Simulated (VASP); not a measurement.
## Ni: single point with revPBE

Ni:

```xyz
1
Lattice="-1.3912 1.3912 1.3912 1.3912 -1.3912 1.3912 1.3912 1.3912 -1.3912" Properties=species:S:1:pos:R:3 pbc="T T T"
Ni    0.0000    0.0000    0.0000
```

This cell differs from its parent crystal: volume scaled by 0.96.

```json
{"Program": "VASP 6.6.1", "Task": "single point", "Functional": "revPBE", "Potentials or basis": "VASP PAW PBE potentials, release 64 (Ni)", "Cutoff": "520 eV", "k mesh": "18 × 18 × 18", "Occupations": "fermi-dirac, width 0.05 eV", "Spin": "collinear spin, ferromagnetic start", "Starting moments": "[0.607] μB", "Dipole correction": "no", "Further INCAR settings": "ALGO = Normal; EDIFF = 1e-06; NBANDS = 15"}
```

```json
{"Pressure": "8.1 GPa", "Net moment": "0.56 μB per cell", "Site moments": "Ni +0.57 μB", "Valence electrons inside the program's atomic spheres": "Ni 9.33"}
```

Levels at points of the mesh, in eV from the Fermi level:
Spin up:
```
           k point  band 2  band 3  band 4  band 5  band 6  band 7  band 8  band 9
(0.00, 0.00, 0.00)   -2.32   -2.32   -2.32   -0.89   -0.89   26.54   26.54   26.54
(0.50, 0.00, 0.00)   -3.25   -0.97   -0.73   -0.06    0.27    6.58   19.21   20.25
(0.50, 0.50, 0.50)   -4.23   -0.28   -0.28   -0.28    9.88    9.88    9.88   15.74
```
Spin down:
| k point | band 1 | band 2 | band 3 | band 4 | band 5 | band 6 | band 7 | band 8 | band 9 | band 10 |
| --- | --- | --- | --- | --- | --- | --- | --- | --- | --- | --- |
| (0.00, 0.00, 0.00) | -8.97 | -1.62 | -1.62 | -1.62 | -0.40 | -0.40 | 26.42 | 26.42 | 26.42 | 31.42 |
| (0.50, 0.00, 0.00) | -4.29 | -2.62 | -0.40 | -0.23 | 0.22 | 0.74 | 6.93 | 19.12 | 20.34 | 24.05 |
| (0.50, 0.50, 0.50) | -3.91 | -3.91 | 0.51 | 0.51 | 0.51 | 9.90 | 9.90 | 9.90 | 15.83 | 15.83 |

Run time: 32 s on 1 thread of AMD EPYC 9R45 96-Core Processor (Zen 5), with other jobs on the host, peak memory 0.13 GiB.

Caveat: the PAW data sets were made with another functional, which shifts forces and pressure a little.
